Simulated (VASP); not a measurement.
# SrO (Fm-3m) in VASP: a series of runs

The runs below take SrO through electric field gradients, with LDA.

Program: VASP 6.6.1. These are calculated values, not measurements. Logs are shortened: lines on timing, memory, paths and dates and some standing lists are left out, and cuts for length are marked.

### Step 1. The cell of the first run

The structure is cubic, space group Fm-3m (No. 225). The conventional cell has a = 5.035 Å, b = 5.035 Å, c = 5.035 Å, α = 90.00°, β = 90.00°, γ = 90.00°. Within 3.3 Å of Sr (site symmetry m-3m) lie 6 O at 2.52 Å. O (site symmetry m-3m) has 6 Sr at 2.52 Å within 3.3 Å.

### Step 2. Electric field gradients, LDA (volume scaled by 0.94)

Input file INCAR:

```
SYSTEM = SrO
PREC = Accurate
ENCUT = 520
EDIFF = 1E-8
ISMEAR = -1
SIGMA = 0.02
LREAL = .FALSE.
LASPH = .TRUE.
NELM = 60
ALGO = Normal
ISIF = 2
LWAVE = .FALSE.
LCHARG = .FALSE.
GGA = CA
LEFG = .TRUE.
NBANDS = 15
```

Input file KPOINTS:

```
Automatic mesh
0
G
  8 8 8
  0 0 0
```

Input file POSCAR:

```
SrO
1.0
    0.0000000000      2.5173403822      2.5173403822
    2.5173403822      0.0000000000      2.5173403822
    2.5173403822      2.5173403822      0.0000000000
Sr O
1 1
Direct
    0.0000000000      0.0000000000      0.0000000000
    0.5000000000      0.5000000000      0.5000000000
```

Potentials or basis: VASP PAW LDA potentials, release 64 (Sr_sv, O).

The run is started by

```sh
cat potpaw_LDA.64/Sr_sv/POTCAR potpaw_LDA.64/O/POTCAR > POTCAR
mpirun -np 1 vasp_std > vasp.out
```

OUTCAR:

```text
SYSTEM = SrO
   PREC = Accurate
   ENCUT = 520
   EDIFF = 1E-8
   ISMEAR = -1
   LREAL = .FALSE.
   LASPH = .TRUE.
   NELM = 60
   ISIF = 2
   GGA = CA

 ion  position               nearest neighbor table
   1  0.000  0.000  0.000-   2 2.52   2 2.52   2 2.52   2 2.52   2 2.52   2 2.52
   2  0.500  0.500  0.500-   1 2.52   1 2.52   1 2.52   1 2.52   1 2.52   1 2.52

  LATTYP: Found a face centered cubic cell.
 ALAT       =     5.0346807644

  Lattice vectors:

 A1 = (   0.0000000000,   2.5173403822,   2.5173403822)
 A2 = (   2.5173403822,   0.0000000000,   2.5173403822)
 A3 = (   2.5173403822,   2.5173403822,   0.0000000000)

Analysis of symmetry for initial positions (statically):
=====================================================================
 Subroutine PRICEL returns:
 Original cell was already a primitive cell.

 Routine SETGRP: Setting up the symmetry group for a
 face centered cubic supercell.

 Subroutine GETGRP returns: Found 48 space group operations
 (whereof 48 operations were pure point group operations)
 out of a pool of 48 trial point group operations.

The static configuration has the point symmetry O_h .

Analysis of symmetry for dynamics (positions and initial velocities):
=====================================================================
 Subroutine PRICEL returns:
 Original cell was already a primitive cell.

 Routine SETGRP: Setting up the symmetry group for a
 face centered cubic supercell.

 Subroutine GETGRP returns: Found 48 space group operations
 (whereof 48 operations were pure point group operations)
 out of a pool of 48 trial point group operations.

The dynamic configuration has the point symmetry O_h .

 Subroutine INISYM returns: Found 48 space group operations
 (whereof 48 operations are pure point group operations),
 and found     1 'primitive' translations

----------------------------------------------------------------------------------------

                                     Primitive cell

  volume of cell :      31.9048

  direct lattice vectors                    reciprocal lattice vectors
     0.000000000  2.517340382  2.517340382    -0.198622325  0.198622325  0.198622325
     2.517340382  0.000000000  2.517340382     0.198622325 -0.198622325  0.198622325
     2.517340382  2.517340382  0.000000000     0.198622325  0.198622325 -0.198622325

  length of vectors
     3.560056910  3.560056910  3.560056910     0.344023959  0.344023959  0.344023959

  position of ions in fractional coordinates (direct lattice)
     0.000000000  0.000000000  0.000000000
     0.500000000  0.500000000  0.500000000

  ion indices of the primitive-cell ions
   primitive index   ion index
                 1           1
                 2           2

----------------------------------------------------------------------------------------

 KPOINTS: Automatic mesh

Automatic generation of k-mesh.
 Grid dimensions read from file:
 generate k-points for:    8    8    8

 Generating k-lattice:

  Cartesian coordinates                     Fractional coordinates (reciprocal lattice)
    -0.024827791  0.024827791  0.024827791     0.125000000  0.000000000  0.000000000
     0.024827791 -0.024827791  0.024827791     0.000000000  0.125000000  0.000000000
     0.024827791  0.024827791 -0.024827791     0.000000000  0.000000000  0.125000000

  Length of vectors
     0.043002995  0.043002995  0.043002995

  Shift w.r.t. Gamma in fractional coordinates (k-lattice)
     0.000000000  0.000000000  0.000000000

 Subroutine IBZKPT returns following result:
 ===========================================

 Found     29 irreducible k-points:

 Following reciprocal coordinates:
            Coordinates               Weight
  0.000000  0.000000  0.000000      1.000000
  0.125000  0.000000  0.000000      8.000000
  0.250000  0.000000  0.000000      8.000000
  0.375000  0.000000  0.000000      8.000000
  0.500000  0.000000  0.000000      4.000000
  0.125000  0.125000  0.000000      6.000000
[... 16 lines left out ...]
  0.500000  0.250000  0.125000     48.000000
 -0.375000  0.250000  0.125000     24.000000
 [... further k-points ...]
   k-points           NKPTS =     29   k-points in BZ     NKDIM =     29   number of bands    NBANDS=     15
   number of dos      NEDOS =    301   number of ions     NIONS =      2
   total plane-waves  NPLWV =  21952
   dimension x,y,z NGX =    28 NGY =   28 NGZ =   28
   dimension x,y,z NGXF=    56 NGYF=   56 NGZF=   56
   ions per type =               1   1
   NGX,Y,Z   is equivalent  to a cutoff of  13.08, 13.08, 13.08 a.u.
   NGXF,Y,Z  is equivalent  to a cutoff of  26.15, 26.15, 26.15 a.u.
 SYSTEM =  SrO
   PREC   = accura    normal or accurate (medium, high low for compatibility)
   ISTART =      0    job   : 0-new  1-cont  2-samecut
   ICHARG =      2    charge: 1-file 2-atom 10-const
   ISPIN  =      1    spin polarized calculation?
   LNONCOLLINEAR =      F non collinear calculations
   LSORBIT =      F    spin-orbit coupling
   LASPH  =      T    aspherical Exc in radial PAW
   ENCUT  =  520.0 eV  38.22 Ry    6.18 a.u.   6.62  6.62  6.62*2*pi/ulx,y,z
   NELM   =     60;   NELMIN=  2; NELMDL= -5     # of ELM steps
   EDIFF  = 0.1E-07   stopping-criterion for ELM
   LREAL  =      F    real-space projection
   EDIFFG = 0.1E-06   stopping-criterion for IOM
   NSW    =      0    number of steps for IOM
   IBRION =     -1    ionic relax: 0-MD 1-quasi-New 2-CG
   NFREE  =      0    steps in history (QN), initial steepest desc. (CG)
   ISIF   =      2    stress and relaxation
   ISYM   =      2    0-nonsym 1-usesym 2-fastsym
   POTIM  = 0.5000    time-step for ionic-motion
   TEBEG  =    0.0;   TEEND  =   0.0 temperature during run
   PSTRESS=    0.0 pullay stress
   NELECT =      16.0000    total number of electrons
   NUPDOWN=      -1.0000    fix difference up-down
   EMIN   =  10.00;   EMAX   =-10.00  energy-range for DOS
   EFERMI =   0.00;   METHOD = LEGACY
   ISMEAR =    -1;   SIGMA  =   0.02  broadening in eV -4-tet -1-fermi 0-gaus
   EFERMI_NEDOS =   21; number of points for ismear=-14 and -15
   IALGO  =     38    algorithm
   IMIX   =      4    mixing-type and parameters
     AMIX     =   0.40;   BMIX     =  1.00
     AMIX_MAG =   1.60;   BMIX_MAG =  1.00
  volume/ion in A,a.u.               =      15.95       107.65
  Fermi-wavevector in a.u.,A,eV,Ry     =   1.300657  2.457886 23.017104  1.691709
  Thomas-Fermi vector in A             =   2.431842
   LORBIT       =      0    0 simple, 1 ext, 2 COOP (PROOUT), +10 PAW based schemes
   GGA     = CA    functional components
   LHFCALC =     F    Hartree Fock is set to
   AEXX    =    0.0000 exact exchange contribution
   IVDW    =     0    specifies the selected vdW correction
   LEPSILON=     F    determine dielectric tensor
   LRPA    =     F    only Hartree local field effects (RPA)
 non-spin polarized calculation
  energy-cutoff  :      520.00
  volume of cell :       31.90
 maximum number of plane-waves:       881
 NGX is ok and might be reduce to    28
   NGX = 13   NGY = 13   NGZ = 13

 number of electron      15.9999997 magnetization

 Free energy of the ion-electron system (eV)
  ---------------------------------------------------
  ext. energy  EPLUGINS =         0.00000000
  ---------------------------------------------------
  free energy    TOTEN  =       -13.37988652 eV

  energy without entropy =      -13.37988652  energy(sigma->0) =      -13.37988652

 E-fermi :   2.1216     XC(G=0): -10.8278

 val. band max:        1.6636083340   @ k =   0.0000   0.0000   0.0000
 cond. band min:       4.7053256690   @ k =   0.5000   0.5000   0.0000
 fundamental gap:      3.0417173350
 Fermi energy:         2.1216438305

 k-point     1 :       0.0000    0.0000    0.0000
  band No.  band energies     occupation
      1     -30.2192      2.00000
      2     -13.1774      2.00000
      3     -11.8683      2.00000
      4     -11.8683      2.00000
      5     -11.8683      2.00000
      6       1.6636      2.00000
      7       1.6636      2.00000
      8       1.6636      2.00000
      9       5.9285      0.00000
     10       7.8955      0.00000
     11       7.8955      0.00000
     12       7.8955      0.00000
     13      10.2695      0.00000
     14      10.2695      0.00000
     15      14.3906      0.00000
[... 397 lines left out ...]
 k-point    24 :      -0.3750    0.2500    0.1250
  band No.  band energies     occupation
      1     -29.9987      2.00000
      2     -14.5738      2.00000
      3     -12.3668      2.00000
      4     -12.1620      2.00000
      5     -10.9584      2.00000
      6      -0.0383      2.00000
      7       0.7268      2.00000
      8       0.8388      2.00000
      9       8.1398      0.00000
     10       8.5133      0.00000
     11      11.4737      0.00000
     12      11.5234      0.00000
     13      13.8708      0.00000
     14      15.1890      0.00000
     15      15.5871      0.00000

 [... further k-points ...]
[... 5 lines left out ...]
  --------------------------------------------------------------------------------------
  -------------------------------------------------------------------------------------
  Total        0.5631530      0.5631530      0.5631530     -0.0000000      0.0000000      0.0000000
  in kB       28.2801141     28.2801141     28.2801141     -0.0000000      0.0000000      0.0000000
  external PRESSURE =      28.2801141 kB  Pullay stress =       0.0000000 kB

 VOLUME and BASIS-vectors are now :
 -----------------------------------------------------------------------------
  energy-cutoff  :      520.00
  volume of cell :       31.90
      direct lattice vectors                 reciprocal lattice vectors
     0.000000000  2.517340382  2.517340382    -0.198622325  0.198622325  0.198622325
     2.517340382  0.000000000  2.517340382     0.198622325 -0.198622325  0.198622325
     2.517340382  2.517340382  0.000000000     0.198622325  0.198622325 -0.198622325

 POSITION                                       TOTAL-FORCE (eV/Angst)
 -----------------------------------------------------------------------------------
      0.00000      0.00000      0.00000        -0.000000      0.000000     -0.000000
      2.51734      2.51734      2.51734         0.000000     -0.000000      0.000000
 -----------------------------------------------------------------------------------
    total drift:                                0.000000      0.000000      0.000000

  FREE ENERGIE OF THE ION-ELECTRON SYSTEM (eV)
  ---------------------------------------------------
  free  energy   TOTEN  =       -13.3798865162 eV

  energy  without entropy=      -13.3798865162  energy(sigma->0) =      -13.37988652

 Electric field gradients (V/A^2)
---------------------------------------------------------------------
 ion       V_xx      V_yy      V_zz      V_xy      V_xz      V_yz
---------------------------------------------------------------------
   1      -0.000    -0.000     0.000     0.000     0.000     0.000
   2      -0.000     0.000    -0.000    -0.002    -0.002    -0.002
---------------------------------------------------------------------

 Electric field gradients after diagonalization (V/A^2)
 (convention: |V_zz| > |V_xx| > |V_yy|)
----------------------------------------------------------------------
 ion       V_xx      V_yy      V_zz     asymmetry (V_yy - V_xx)/ V_zz
----------------------------------------------------------------------
   1      -0.000    -0.000     0.000       0.000
   2       0.002     0.002    -0.004       0.000
----------------------------------------------------------------------

           NMR quadrupolar parameters

 Cq : quadrupolar parameter    Cq=e*Q*V_zz/h
 eta: asymmetry parameters     (V_yy - V_xx)/ V_zz
 Q  : nuclear electric quadrupole moment in mb (millibarn)
----------------------------------------------------------------------
 ion       Cq(MHz)       eta       Q (mb)
----------------------------------------------------------------------
   1       0.000       0.000       1.000
   2      -0.000       0.000       1.000
----------------------------------------------------------------------
```

It took 14 s on 1 thread of AMD EPYC 7R13 (Zen 3), shared host; peak memory 0.12 GiB.

What came out:

* Free energy: -13.3799 eV
* Pressure: 2.8 GPa
* Band gap on the k mesh: 3.04 eV, indirect (least direct gap 3.08 eV)

Caveat: without QUAD_EFG the Cq values of the log hold for a quadrupole moment of 1 mb, not for the nuclei.

### Step 3. Electric field gradients, LDA (volume scaled by 0.98)

Input file INCAR:

```
SYSTEM = SrO
ALGO = Normal ; EDIFF = 1E-8
ENCUT = 520 ; GGA = CA
ISIF = 2 ; ISMEAR = -1
LASPH = .True. ; LCHARG = .False.
LEFG = .True. ; LREAL = .False.
LWAVE = .False. ; NBANDS = 15
NELM = 100 ; PREC = Accurate
SIGMA = 0.02
```

Input file KPOINTS:

```
k-points
0
Gamma
  8 8 8
  0 0 0
```

Input file POSCAR:

```
SrO
1.0
    0.0000000000      2.5525525005      2.5525525005
    2.5525525005      0.0000000000      2.5525525005
    2.5525525005      2.5525525005      0.0000000000
Sr O
1 1
Direct
    0.0000000000      0.0000000000      0.0000000000
    0.5000000000      0.5000000000      0.5000000000
```

Potentials or basis: VASP PAW LDA potentials, release 64 (Sr_sv, O).

The run is started by

```sh
cat potpaw_LDA.64/Sr_sv/POTCAR potpaw_LDA.64/O/POTCAR > POTCAR
mpirun -np 1 vasp_std > vasp.out
```

OUTCAR:

```text
SYSTEM = SrO
   EDIFF = 1E-8
   ENCUT = 520
   GGA = CA
   ISIF = 2
   ISMEAR = -1
   LASPH = .True.
   LREAL = .False.
   NELM = 100
   PREC = Accurate

 ion  position               nearest neighbor table
   1  0.000  0.000  0.000-   2 2.55   2 2.55   2 2.55   2 2.55   2 2.55   2 2.55
   2  0.500  0.500  0.500-   1 2.55   1 2.55   1 2.55   1 2.55   1 2.55   1 2.55

  LATTYP: Found a face centered cubic cell.
 ALAT       =     5.1051050010

  Lattice vectors:

 A1 = (   0.0000000000,   2.5525525005,   2.5525525005)
[... 644 lines left out ...]
  ---------------------------------------------------
  free  energy   TOTEN  =       -13.3852240356 eV

  energy  without entropy=      -13.3852240356  energy(sigma->0) =      -13.38522404

 Electric field gradients (V/A^2)
---------------------------------------------------------------------
 ion       V_xx      V_yy      V_zz      V_xy      V_xz      V_yz
---------------------------------------------------------------------
   1       0.000    -0.000    -0.000     0.000     0.000     0.000
   2      -0.000    -0.000    -0.000    -0.001    -0.001    -0.001
---------------------------------------------------------------------

 Electric field gradients after diagonalization (V/A^2)
 (convention: |V_zz| > |V_xx| > |V_yy|)
----------------------------------------------------------------------
 ion       V_xx      V_yy      V_zz     asymmetry (V_yy - V_xx)/ V_zz
----------------------------------------------------------------------
   1      -0.000    -0.000     0.000       0.000
   2       0.001     0.001    -0.003       0.000
----------------------------------------------------------------------

           NMR quadrupolar parameters

 Cq : quadrupolar parameter    Cq=e*Q*V_zz/h
 eta: asymmetry parameters     (V_yy - V_xx)/ V_zz
 Q  : nuclear electric quadrupole moment in mb (millibarn)
----------------------------------------------------------------------
 ion       Cq(MHz)       eta       Q (mb)
----------------------------------------------------------------------
   1       0.000       0.000       1.000
   2      -0.000       0.000       1.000
----------------------------------------------------------------------
```

OSZICAR:

```text
N       E                     dE             d eps       ncg     rms          rms(c)
DAV:   1     0.642535818668E+02    0.64254E+02   -0.84954E+03   870   0.105E+03
DAV:   2    -0.125161321779E+02   -0.76770E+02   -0.70297E+02  1201   0.222E+02
DAV:   3    -0.155124776323E+02   -0.29963E+01   -0.29798E+01  1135   0.391E+01
DAV:   4    -0.155722065511E+02   -0.59729E-01   -0.59725E-01  1086   0.535E+00
DAV:   5    -0.155737728707E+02   -0.15663E-02   -0.15663E-02  1090   0.700E-01    0.179E+01
DAV:   6    -0.136119279157E+02    0.19618E+01   -0.63147E+00   884   0.195E+01    0.217E+01
DAV:   7    -0.134340438540E+02    0.17788E+00   -0.33280E-01  1017   0.508E+00    0.120E+01
DAV:   8    -0.133843068657E+02    0.49737E-01   -0.13230E-01  1143   0.330E+00    0.135E+00
DAV:   9    -0.133853168558E+02   -0.10100E-02   -0.61039E-03  1302   0.456E-01    0.325E-01
DAV:  10    -0.133852097042E+02    0.10715E-03   -0.16267E-04  1031   0.133E-01    0.182E-01
DAV:  11    -0.133852223114E+02   -0.12607E-04   -0.77487E-05   968   0.874E-02    0.197E-02
DAV:  12    -0.133852240040E+02   -0.16926E-05   -0.56843E-06  1059   0.181E-02    0.361E-03
DAV:  13    -0.133852240316E+02   -0.27525E-07   -0.25491E-07  1045   0.449E-03    0.217E-03
DAV:  14    -0.133852240356E+02   -0.40779E-08   -0.25439E-08  1017   0.137E-03
   1 F= -.13385224E+02 E0= -.13385224E+02  d E =-.246541E-13
```

stdout:

```text
POSCAR found type information on POSCAR SrO
 POSCAR found :  2 types and       2 ions
 scaLAPACK will be used
 LDA part: xc-table for (Slater(with rela. corr.)+CA(PZ))
 , standard interpolation
 POSCAR, INCAR and KPOINTS ok, starting setup
 FFT: planning ... GRIDC
 FFT: planning ... GRID_SOFT
 FFT: planning ... GRID
 WAVECAR not read
 entering main loop
ion   1

ion   2
```

It took 14 s on 1 thread of AMD EPYC 7R13 (Zen 3), shared host; peak memory 0.12 GiB.

Results:

```yaml
Free_energy: -13.3852 eV
Pressure: -1.6 GPa
Band_gap_on_the_k_mesh: 3.08 eV, indirect (least direct gap 3.15 eV)
```

Caveat: without QUAD_EFG the Cq values of the log hold for a quadrupole moment of 1 mb, not for the nuclei. A k mesh can miss the band edges.
